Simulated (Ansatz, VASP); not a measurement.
## Ge4F: VASP beside Ansatz

The input INCAR:

```
PREC = Accurate
ENCUT = 520
EDIFF = 1E-6
ISMEAR = 0
SIGMA = 0.1
LREAL = F
LASPH = T
NELM = 100
ALGO = Normal
ISIF = 2
LWAVE = F
LCHARG = F
LDIPOL = T
IDIPOL = 3
DIPOL = 0.5 0.5 0.336
GGA = PE
IVDW = 12
NBANDS = 40
```

Contents of KPOINTS:

```
Automatic mesh
0
Gamma
  7 7 1
```

Contents of POSCAR:

```
Ge4F
1.0
    4.0303587907      0.0000000000      0.0000000000
    0.0000000000      4.0303587907      0.0000000000
    0.0000000000      0.0000000000     21.6416627718
Ge F
4 1
Direct
    0.0000000000      0.5000000000      0.1848286817
    0.0000000000      0.0000000000      0.2506714513
    0.5000000000      0.0000000000      0.3196569899
    0.5000000000      0.5000000000      0.3854446333
    0.8750000000      0.5000000000      0.5379282957
```

Input for Ansatz:

```yaml
crystal:
  lattice:
    - [4.0303587907, 0.0, 0.0]
    - [0.0, 4.0303587907, 0.0]
    - [0.0, 0.0, 21.6416627718]
  atoms:
    - { symbol: Ge, position: [0.0, 0.5, 0.1848286817] }
    - { symbol: Ge, position: [0.0, 0.0, 0.2506714513] }
    - { symbol: Ge, position: [0.5, 0.0, 0.3196569899] }
    - { symbol: Ge, position: [0.5, 0.5, 0.3854446333] }
    - { symbol: F, position: [0.875, 0.5, 0.5379282957] }
basis:
  ecutwfc: 420
kpoints:
  mp_grid: { grid: [7, 7, 1] }
hamiltonian:
  xc: pbe
  pseudopotentials: { kind: paw, azcp: { folder: soft_1 } }
  dispersion: d3bj
scf:
  occupations: { method: gaussian, width: 0.1 }
output:
  forces: true
  eigenvalues: true
efield:
  axis: 3
  dipole_correction: true
  ramp_width: 0.04
```

Alike in both runs: task single point; functional PBE; dispersion D3(BJ); k mesh 7 × 7 × 1; occupations gaussian, width 0.1 eV; no spin polarisation.

```csv
,VASP,Ansatz
version,VASP 6.6.1,Ansatz 0.2.0
potentials or method,"VASP PAW PBE potentials, release 64 (Ge_d, F), cutoff 520 eV","scalar-relativistic, plane waves, PAW"
valence electrons in the cell,63,63
```

```csv
,VASP,Ansatz,Ansatz less VASP
gap on the k mesh at the Fermi level (eV),none,none,-
rms of the force components (eV/Å),0.260,0.260,+0.0004
```

Atom by atom the forces differ by 0.002 eV/Å (rms over components). A gap of «none» marks a metal or a gap that the smearing closes.
